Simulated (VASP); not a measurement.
# W (Fm-3m) in VASP: notebook

The runs below take W through single point, relaxation of cell and atoms, with PBE.

All numbers are computed with VASP 6.6.1; they aren't measurements. Logs are shortened: lines on timing, memory, paths and dates and some standing lists are left out, and cuts for length are marked.

### 1 The cell of the first run

Symmetry: Fm-3m, No. 225, cubic system. Conventional cell: a = 3.999 Å, b = 3.999 Å, c = 3.999 Å, α = 90.00°, β = 90.00°, γ = 90.00°. W (site symmetry m-3m) has 12 W at 2.83 Å within 3.7 Å.

This isn't the form of W at room conditions, which is bcc.

### 2 Single point, PBE

File INCAR:

```
SYSTEM = W
  PREC = Accurate
  ENCUT = 520
  EDIFF = 1E-6
  ISMEAR = -1
  SIGMA = 0.08
  LREAL = .False.
  LASPH = .True.
  NELM = 100
  ALGO = Normal
  ISIF = 2
  LWAVE = .False.
  LCHARG = .False.
  GGA = PE
  NBANDS = 13
```

File KPOINTS:

```
regular mesh
0
Gamma
  17 17 17
  0 0 0
```

File POSCAR:

```
W
1.0
    0.0000000000      1.9992822212      1.9992822212
    1.9992822212      0.0000000000      1.9992822212
    1.9992822212      1.9992822212      0.0000000000
W
1
Direct
    0.0000000000      0.0000000000      0.0000000000
```

Potentials or basis: VASP PAW PBE potentials, release 64 (W_sv).

Run with:

```sh
cat potpaw_PBE.64/W_sv/POTCAR > POTCAR
mpirun -np 1 vasp_std > vasp.out
```

OUTCAR:

```text
SYSTEM = W
   PREC = Accurate
   ENCUT = 520
   EDIFF = 1E-6
   ISMEAR = -1
   LREAL = .False.
   LASPH = .True.
   NELM = 100
   ISIF = 2
   GGA = PE

 ion  position               nearest neighbor table
   1  0.000  0.000  0.000-

  LATTYP: Found a face centered cubic cell.
 ALAT       =     3.9985644424

  Lattice vectors:

 A1 = (   0.0000000000,   1.9992822212,   1.9992822212)
 A2 = (   1.9992822212,   0.0000000000,   1.9992822212)
 A3 = (   1.9992822212,   1.9992822212,   0.0000000000)

Analysis of symmetry for initial positions (statically):
=====================================================================
 Subroutine PRICEL returns:
 Original cell was already a primitive cell.

 Routine SETGRP: Setting up the symmetry group for a
 face centered cubic supercell.

 Subroutine GETGRP returns: Found 48 space group operations
 (whereof 48 operations were pure point group operations)
 out of a pool of 48 trial point group operations.

The static configuration has the point symmetry O_h .

Analysis of symmetry for dynamics (positions and initial velocities):
=====================================================================
 Subroutine PRICEL returns:
 Original cell was already a primitive cell.

 Routine SETGRP: Setting up the symmetry group for a
 face centered cubic supercell.

 Subroutine GETGRP returns: Found 48 space group operations
 (whereof 48 operations were pure point group operations)
 out of a pool of 48 trial point group operations.

The dynamic configuration has the point symmetry O_h .

 Subroutine INISYM returns: Found 48 space group operations
 (whereof 48 operations are pure point group operations),
 and found     1 'primitive' translations

----------------------------------------------------------------------------------------

                                     Primitive cell

  volume of cell :      15.9828

  direct lattice vectors                    reciprocal lattice vectors
     0.000000000  1.999282221  1.999282221    -0.250089755  0.250089755  0.250089755
     1.999282221  0.000000000  1.999282221     0.250089755 -0.250089755  0.250089755
     1.999282221  1.999282221  0.000000000     0.250089755  0.250089755 -0.250089755

  length of vectors
     2.827412032  2.827412032  2.827412032     0.433168161  0.433168161  0.433168161

  position of ions in fractional coordinates (direct lattice)
     0.000000000  0.000000000  0.000000000

  ion indices of the primitive-cell ions
   primitive index   ion index
                 1           1

----------------------------------------------------------------------------------------

 KPOINTS: regular mesh

Automatic generation of k-mesh.
 Grid dimensions read from file:
 generate k-points for:   17   17   17

 Generating k-lattice:

  Cartesian coordinates                     Fractional coordinates (reciprocal lattice)
    -0.014711162  0.014711162  0.014711162     0.058823529  0.000000000  0.000000000
     0.014711162 -0.014711162  0.014711162     0.000000000  0.058823529  0.000000000
     0.014711162  0.014711162 -0.014711162     0.000000000  0.000000000  0.058823529

  Length of vectors
     0.025480480  0.025480480  0.025480480

  Shift w.r.t. Gamma in fractional coordinates (k-lattice)
     0.000000000  0.000000000  0.000000000

 Subroutine IBZKPT returns following result:
 ===========================================

 Found    165 irreducible k-points:

 Following reciprocal coordinates:
            Coordinates               Weight
  0.000000  0.000000  0.000000      1.000000
  0.058824  0.000000  0.000000      8.000000
  0.117647  0.000000  0.000000      8.000000
  0.176471  0.000000  0.000000      8.000000
  0.235294  0.000000  0.000000      8.000000
  0.294118  0.000000  0.000000      8.000000
[... 16 lines left out ...]
 -0.176471  0.058824  0.000000     24.000000
 -0.117647  0.058824  0.000000     24.000000
 [... further k-points ...]
   k-points           NKPTS =    165   k-points in BZ     NKDIM =    165   number of bands    NBANDS=     13
   number of dos      NEDOS =    301   number of ions     NIONS =      1
   total plane-waves  NPLWV =  13824
   dimension x,y,z NGX =    24 NGY =   24 NGZ =   24
   dimension x,y,z NGXF=    48 NGYF=   48 NGZF=   48
   ions per type =               1
   NGX,Y,Z   is equivalent  to a cutoff of  14.11, 14.11, 14.11 a.u.
   NGXF,Y,Z  is equivalent  to a cutoff of  28.22, 28.22, 28.22 a.u.
 SYSTEM =  W
   PREC   = accura    normal or accurate (medium, high low for compatibility)
   ISTART =      0    job   : 0-new  1-cont  2-samecut
   ICHARG =      2    charge: 1-file 2-atom 10-const
   ISPIN  =      1    spin polarized calculation?
   LNONCOLLINEAR =      F non collinear calculations
   LSORBIT =      F    spin-orbit coupling
   LASPH  =      T    aspherical Exc in radial PAW
   ENCUT  =  520.0 eV  38.22 Ry    6.18 a.u.   5.26  5.26  5.26*2*pi/ulx,y,z
   NELM   =    100;   NELMIN=  2; NELMDL= -5     # of ELM steps
   EDIFF  = 0.1E-05   stopping-criterion for ELM
   LREAL  =      F    real-space projection
   EDIFFG = 0.1E-04   stopping-criterion for IOM
   NSW    =      0    number of steps for IOM
   IBRION =     -1    ionic relax: 0-MD 1-quasi-New 2-CG
   NFREE  =      0    steps in history (QN), initial steepest desc. (CG)
   ISIF   =      2    stress and relaxation
   ISYM   =      2    0-nonsym 1-usesym 2-fastsym
   POTIM  = 0.5000    time-step for ionic-motion
   TEBEG  =    0.0;   TEEND  =   0.0 temperature during run
   PSTRESS=    0.0 pullay stress
   NELECT =      14.0000    total number of electrons
   NUPDOWN=      -1.0000    fix difference up-down
   EMIN   =  10.00;   EMAX   =-10.00  energy-range for DOS
   EFERMI =   0.00;   METHOD = LEGACY
   ISMEAR =    -1;   SIGMA  =   0.08  broadening in eV -4-tet -1-fermi 0-gaus
   EFERMI_NEDOS =   21; number of points for ismear=-14 and -15
   IALGO  =     38    algorithm
   IMIX   =      4    mixing-type and parameters
     AMIX     =   0.40;   BMIX     =  1.00
     AMIX_MAG =   1.60;   BMIX_MAG =  1.00
  volume/ion in A,a.u.               =      15.98       107.86
  Fermi-wavevector in a.u.,A,eV,Ry     =   1.566391  2.960049 33.382977  2.453580
  Thomas-Fermi vector in A             =   2.668726
   LORBIT       =      0    0 simple, 1 ext, 2 COOP (PROOUT), +10 PAW based schemes
   GGA     = PE    functional components
   LHFCALC =     F    Hartree Fock is set to
   AEXX    =    0.0000 exact exchange contribution
   IVDW    =     0    specifies the selected vdW correction
   LEPSILON=     F    determine dielectric tensor
   LRPA    =     F    only Hartree local field effects (RPA)
 non-spin polarized calculation
  energy-cutoff  :      520.00
  volume of cell :       15.98
 maximum number of plane-waves:       444
 NGX is ok and might be reduce to    24
   NGX = 11   NGY = 11   NGZ = 11

 number of electron      14.0000000 magnetization

 Free energy of the ion-electron system (eV)
  ---------------------------------------------------
  ext. energy  EPLUGINS =         0.00000000
  ---------------------------------------------------
  free energy    TOTEN  =       -12.46839336 eV

  energy without entropy =      -12.44123275  energy(sigma->0) =      -12.45481306

 E-fermi :  10.8626     XC(G=0): -13.5833

 val. band max:       10.8578688495   @ k =  -0.4118   0.1765   0.0588
 cond. band min:      10.8657900777   @ k =  -0.1765   0.0588   0.0000
 fundamental gap:      0.0079212282
 Fermi energy:        10.8625639237

 k-point     1 :       0.0000    0.0000    0.0000
  band No.  band energies     occupation
      1     -62.7630      2.00000
      2     -26.3588      2.00000
      3     -26.3588      2.00000
      4     -26.3588      2.00000
      5       1.7262      2.00000
      6      10.2672      1.99883
      7      10.2672      1.99883
      8      10.2672      1.99883
      9      13.5133      0.00000
     10      13.5133      0.00000
     11      23.6756      0.00000
     12      29.0252      0.00000
     13      29.0252      0.00000

 k-point     2 :       0.0588    0.0000    0.0000
  band No.  band energies     occupation
      1     -62.7590      2.00000
      2     -26.4043      2.00000
      3     -26.3646      2.00000
      4     -26.3646      2.00000
      5       1.8836      2.00000
      6      10.1433      1.99975
      7      10.3413      1.99705
      8      10.3413      1.99705
      9      13.4432      0.00000
     10      13.4432      0.00000
     11      23.9943      0.00000
     12      28.3335      0.00000
     13      29.3216      0.00000

 k-point     3 :       0.1176    0.0000    0.0000
  band No.  band energies     occupation
      1     -62.7475      2.00000
      2     -26.5334      2.00000
      3     -26.3810      2.00000
      4     -26.3810      2.00000
      5       2.3359      2.00000
      6       9.8306      2.00000
      7      10.5304      1.96901
      8      10.5304      1.96901
      9      13.2915      0.00000
     10      13.2915      0.00000
     11      24.8298      0.00000
     12      27.0944      0.00000
     13      30.1770      0.00000
[... 305 lines left out ...]
 k-point    23 :      -0.1765    0.0588    0.0000
  band No.  band energies     occupation
      1     -62.7203      2.00000
      2     -26.8085      2.00000
      3     -26.4580      2.00000
      4     -26.4027      2.00000
      5       3.4054      2.00000
      6       9.2630      2.00000
      7      10.7570      1.57840
      8      10.8658      0.97984
      9      12.7654      0.00000
     10      13.7539      0.00000
     11      25.1803      0.00000
     12      27.1512      0.00000
     13      31.1558      0.00000

 k-point    24 :      -0.1176    0.0588    0.0000
  band No.  band energies     occupation
      1     -62.7390      2.00000
      2     -26.6106      2.00000
      3     -26.4232      2.00000
      4     -26.3797      2.00000
      5       2.6735      2.00000
      6       9.5903      2.00000
      7      10.6708      1.83322
      8      10.6793      1.81616
      9      12.8776      0.00000
     10      13.5490      0.00000
     11      25.4127      0.00000
     12      26.7498      0.00000
     13      29.9945      0.00000

 [... further k-points ...]

------------------------ aborting loop because EDIFF is reached ----------------------------------------

  FORCE on cell =-STRESS in cart. coord.  units (eV):
  Direction    XX          YY          ZZ          XY          YZ          ZX
  --------------------------------------------------------------------------------------
  -------------------------------------------------------------------------------------
  Total        0.9348027      0.9348027      0.9348027      0.0000000     -0.0000000      0.0000000
  in kB       93.7083346     93.7083346     93.7083346      0.0000000     -0.0000000      0.0000000
  external PRESSURE =      93.7083346 kB  Pullay stress =       0.0000000 kB

 VOLUME and BASIS-vectors are now :
 -----------------------------------------------------------------------------
  energy-cutoff  :      520.00
  volume of cell :       15.98
      direct lattice vectors                 reciprocal lattice vectors
     0.000000000  1.999282221  1.999282221    -0.250089755  0.250089755  0.250089755
     1.999282221  0.000000000  1.999282221     0.250089755 -0.250089755  0.250089755
     1.999282221  1.999282221  0.000000000     0.250089755  0.250089755 -0.250089755

 POSITION                                       TOTAL-FORCE (eV/Angst)
 -----------------------------------------------------------------------------------
      0.00000      0.00000      0.00000        -0.000000     -0.000000     -0.000000
 -----------------------------------------------------------------------------------
    total drift:                                0.000000      0.000000     -0.000000

  FREE ENERGIE OF THE ION-ELECTRON SYSTEM (eV)
  ---------------------------------------------------
  free  energy   TOTEN  =       -12.4683933574 eV

  energy  without entropy=      -12.4412327537  energy(sigma->0) =      -12.45481306
```

Run time: 26 s. Hardware: 1 thread of Intel Xeon 8259CL, shared host; peak memory 0.16 GiB.

What came out:

```
Free energy            : -12.4684 eV
Pressure               : 9.4 GPa
Band gap on the k mesh : zero (bands 7 and 8 overlap by 3.62 eV)
```

Levels at points of the mesh, in eV from the Fermi level:
```
           k point  band 5  band 6  band 7  band 8  band 9  band 10
(0.00, 0.00, 0.00)   -9.14   -0.60   -0.60   -0.60    2.65     2.65
```

Caveat: the cell stands under pressure; spin-orbit coupling is left out, which moves the levels of the heavy elements.

### 3 Single point, PBE

File INCAR:

```
ALGO = Normal
EDIFF = 1E-6
ENCUT = 520
GGA = PE
ISIF = 2
ISMEAR = -1
LASPH = True
LCHARG = True
LELF = True
LREAL = False
LVHAR = True
LWAVE = False
NBANDS = 13
NELM = 60
PREC = Accurate
SIGMA = 0.08
```

File KPOINTS:

```
k-points
0
Gamma
  17 17 17
```

File POSCAR:

```
W
1.0
    0.0000000000      1.9994579054      1.9994579054
    1.9994579054      0.0000000000      1.9994579054
    1.9994579054      1.9994579054      0.0000000000
W
1
Direct
    0.0000000000      0.0000000000      0.0000000000
```

Potentials or basis: VASP PAW PBE potentials, release 64 (W_sv).

Run with:

```sh
cat potpaw_PBE.64/W_sv/POTCAR > POTCAR
mpirun -np 1 vasp_std > vasp.out
```

OUTCAR:

```text
EDIFF = 1E-6
   ENCUT = 520
   GGA = PE
   ISIF = 2
   ISMEAR = -1
   LASPH = True
   LREAL = False
   NELM = 60
   PREC = Accurate

 ion  position               nearest neighbor table
   1  0.000  0.000  0.000-

  LATTYP: Found a face centered cubic cell.
 ALAT       =     3.9989158108

  Lattice vectors:

 A1 = (   0.0000000000,   1.9994579054,   1.9994579054)
 A2 = (   1.9994579054,   0.0000000000,   1.9994579054)
 A3 = (   1.9994579054,   1.9994579054,   0.0000000000)

Analysis of symmetry for initial positions (statically):
=====================================================================
 Subroutine PRICEL returns:
 Original cell was already a primitive cell.

 Routine SETGRP: Setting up the symmetry group for a
 face centered cubic supercell.

 Subroutine GETGRP returns: Found 48 space group operations
 (whereof 48 operations were pure point group operations)
 out of a pool of 48 trial point group operations.

The static configuration has the point symmetry O_h .

Analysis of symmetry for dynamics (positions and initial velocities):
[... 168 lines left out ...]
      3     -26.3634      2.00000
      4     -26.3634      2.00000
      5       1.7239      2.00000
      6      10.2639      1.99882
      7      10.2639      1.99882
      8      10.2639      1.99882
      9      13.5087      0.00000
     10      13.5087      0.00000
     11      23.6715      0.00000
     12      29.0198      0.00000
     13      29.0198      0.00000
[... 354 lines left out ...]
  band No.  band energies     occupation
      1     -62.7433      2.00000
      2     -26.6150      2.00000
      3     -26.4278      2.00000
      4     -26.3843      2.00000
      5       2.6709      2.00000
      6       9.5872      2.00000
      7      10.6673      1.83280
      8      10.6758      1.81575
      9      12.8733      0.00000
     10      13.5444      0.00000
     11      25.4082      0.00000
     12      26.7446      0.00000
     13      29.9887      0.00000

 [... further k-points ...]

------------------------ aborting loop because EDIFF is reached ----------------------------------------

  FORCE on cell =-STRESS in cart. coord.  units (eV):
  Direction    XX          YY          ZZ          XY          YZ          ZX
  --------------------------------------------------------------------------------------
  -------------------------------------------------------------------------------------
  Total        0.9266705      0.9266705      0.9266705      0.0000000      0.0000000      0.0000000
  in kB       92.8686489     92.8686489     92.8686489      0.0000000      0.0000000      0.0000000
  external PRESSURE =      92.8686489 kB  Pullay stress =       0.0000000 kB

 VOLUME and BASIS-vectors are now :
 -----------------------------------------------------------------------------
  energy-cutoff  :      520.00
  volume of cell :       15.99
      direct lattice vectors                 reciprocal lattice vectors
     0.000000000  1.999457905  1.999457905    -0.250067780  0.250067780  0.250067780
     1.999457905  0.000000000  1.999457905     0.250067780 -0.250067780  0.250067780
     1.999457905  1.999457905  0.000000000     0.250067780  0.250067780 -0.250067780

 POSITION                                       TOTAL-FORCE (eV/Angst)
 -----------------------------------------------------------------------------------
      0.00000      0.00000      0.00000         0.000000      0.000000     -0.000000
 -----------------------------------------------------------------------------------
    total drift:                                0.000000      0.000000     -0.000000

  FREE ENERGIE OF THE ION-ELECTRON SYSTEM (eV)
  ---------------------------------------------------
  free  energy   TOTEN  =       -12.4686401187 eV

  energy  without entropy=      -12.4414702824  energy(sigma->0) =      -12.45505520
```

Wall time 34 s (1 thread of Intel Xeon 8259CL, shared host); peak memory 0.16 GiB.

What came out:

* Free energy: -12.4686 eV
* Pressure: 9.3 GPa
* Band gap on the k mesh: zero (bands 7 and 8 overlap by 3.62 eV)

Levels at points of the mesh, in eV from the Fermi level:
```tsv
k point	band 4	band 5	band 6	band 7	band 8	band 9	band 10	band 11
(0.00, 0.00, 0.00)	-37.22	-9.13	-0.59	-0.59	-0.59	2.65	2.65	12.81
```

Caveat: the cell stands under pressure; spin-orbit coupling is left out, which moves the levels of the heavy elements.

### 4 Relaxation of cell and atoms, PBE, target pressure 8.7 GPa, at which the enthalpy is minimised

File INCAR:

```
PREC = Accurate
ENCUT = 600
EDIFF = 1E-6
ISMEAR = -1
SIGMA = 0.08
LREAL = F
LASPH = T
NELM = 60
ALGO = Normal
ISIF = 3
LWAVE = F
LCHARG = F
GGA = PE
IBRION = 2
NSW = 60
EDIFFG = -0.005
PSTRESS = 87.0
```

File KPOINTS:

```
Automatic mesh
0
Gamma
  17 17 17
```

File POSCAR:

```
W
1.0
    0.0000000000      1.9992822212      1.9992822212
    1.9992822212      0.0000000000      1.9992822212
    1.9992822212      1.9992822212      0.0000000000
W
1
Direct
    0.0000000000      0.0000000000      0.0000000000
```

Run with:

```sh
cat potpaw_PBE.64/W_sv/POTCAR > POTCAR
mpirun -np 1 vasp_std > vasp.out
```

It took 65 s on 1 thread of Intel Xeon 8259CL, shared host; peak memory 0.17 GiB.

Results (log left out):

* Free energy: -12.4705 eV
* Relaxed volume: 16.02 Å³/atom
* Relaxed cell: a = 2.830 Å, b = 2.830 Å, c = 2.830 Å, α = 60.00°, β = 60.00°, γ = 60.00°
* Space group after relaxing (to 0.1 Å): Fm-3m (No. 225)
* Energy change on relaxing (the run minimises the enthalpy): -2.0 meV/atom
* Ionic steps: 3
* Pressure after relaxing: 8.7 GPa
* Band gap on the k mesh: zero (bands 7 and 8 overlap by 3.60 eV)

The path:
```
step  energy change (eV)  largest force (eV/Å)  pressure (GPa)  volume (Å³)
   1              0.0000                0.0000            9.42        15.98
   2             -0.0081                0.0000            6.19        16.15
   3             -0.0020                0.0000            8.71        16.02
```

Final structure:
```xyz
1
Lattice="0.0000 2.0008 2.0008 2.0008 0.0000 2.0008 2.0008 2.0008 0.0000" Properties=species:S:1:pos:R:3 pbc="T T T"
W     0.0000    0.0000    0.0000
```

Levels at points of the mesh, in eV from the Fermi level:
| k point | band 5 | band 6 | band 7 | band 8 | band 9 | band 10 |
| --- | --- | --- | --- | --- | --- | --- |
| (0.00, 0.00, 0.00) | -9.12 | -0.59 | -0.59 | -0.59 | 2.64 | 2.64 |

Caveat: the cell is relaxed towards a set pressure, so the run minimises the enthalpy, not the energy; spin-orbit coupling is left out, which moves the levels of the heavy elements.

### 5 Summary

```csv
task,cell,cutoff (eV),gap on the mesh (eV),pressure (GPa)
single point,"a = 2.827 Å, angles 60.0°, 1 atom",520,none,9.4
single point,"a = 2.828 Å, angles 60.0°, 1 atom",520,none,9.3
relaxation of cell and atoms,"relaxed to 8.7 GPa from a = 2.827 Å, angles 60.0°, 1 atom",600,none,8.7
```

Alike in all rows: level PBE; potentials or basis VASP PAW PBE potentials, release 64 (W_sv); no spin polarisation; k mesh 17 × 17 × 17; smearing fermi-dirac 0.08 eV.

Caveats: spin-orbit coupling is left out, which moves the levels of the heavy elements; the cell stands under pressure (at least some runs); the cell is relaxed towards a set pressure, so the run minimises the enthalpy, not the energy (at least some runs).

Absolute energies hang on the potentials; compare differences alone.
